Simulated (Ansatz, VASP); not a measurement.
## One calculation of Rh, two programs

Contents of INCAR:

```
PREC = Accurate
ENCUT = 520
EDIFF = 1E-6
ISMEAR = -1
SIGMA = 0.1
LREAL = F
LASPH = T
NELM = 60
ALGO = Normal
ISIF = 2
LWAVE = F
LCHARG = F
GGA = CA
NBANDS = 22
```

The input KPOINTS:

```
regular mesh
0
Gamma
  14 14 13
```

Contents of POSCAR:

```
Rh
1.0
   -2.5890649184      2.9773491473      1.2668045331
    2.9773491473     -2.5890649184      1.2668045331
    1.8119129359      1.8119129359     -0.5556612568
Rh
2
Direct
    0.0101255877      0.9898744123      0.0000000000
    0.7398744123      0.2601255877      0.5000000000
```

Input for Ansatz:

```yaml
crystal:
  lattice:
    - [-2.5890649184, 2.9773491473, 1.2668045331]
    - [2.9773491473, -2.5890649184, 1.2668045331]
    - [1.8119129359, 1.8119129359, -0.5556612568]
  atoms:
    - { symbol: Rh, position: [0.0101255877, 0.9898744123, 0.0] }
    - { symbol: Rh, position: [0.7398744123, 0.2601255877, 0.5] }
hamiltonian:
  xc: lda
  pseudopotentials:
    kind: paw
    azcp:
      Rh: "pseudopotentials/Rh.paw.azcp"
basis:
  ecutwfc: 420
  fft_grid_basis: typed
kpoints:
  mp_grid: { grid: [14, 14, 13], shift: [0, 0, 0] }
magnetization:
  spin_polarized: false
scf:
  occupations: { method: fermi_dirac, width: 0.1 }
  lower_state_search: "off"
output:
  stress: true
  write_density: true
  write_potential: true
  elf: true
  volumetric_format: npy
```

Alike in both runs: task single point; functional LDA; k mesh 14 × 14 × 13; occupations fermi-dirac, width 0.1 eV; no spin polarisation.

|  | VASP | Ansatz |
| --- | --- | --- |
| version | VASP 6.6.1 | Ansatz 0.2.0 |
| potentials or method | VASP PAW LDA potentials, release 64 (Rh_pv), cutoff 520 eV | plane waves (420 eV) with PAW, scalar-relativistic |
| valence electrons in the cell | 30 | 34 |

VASP gave:

| Item | Value |
| --- | --- |
| pressure (GPa) | 13.7 |
| traceless stress, the component that is largest in VASP (GPa) | -1.48 |

Task: Which values does Ansatz return?

Result: Pressure (GPa): 12.7; traceless stress, the component that is largest in VASP (GPa): -1.32.

Ansatz warns that its potentials were made for another functional, while VASP's fit it. LDA's correlation is that of Perdew and Zunger in VASP and of Perdew and Wang (1992) in Ansatz. VASP's potentials hold 30 valence electrons a cell and Ansatz's 34, so a difference there can come from the potentials and not from the codes.
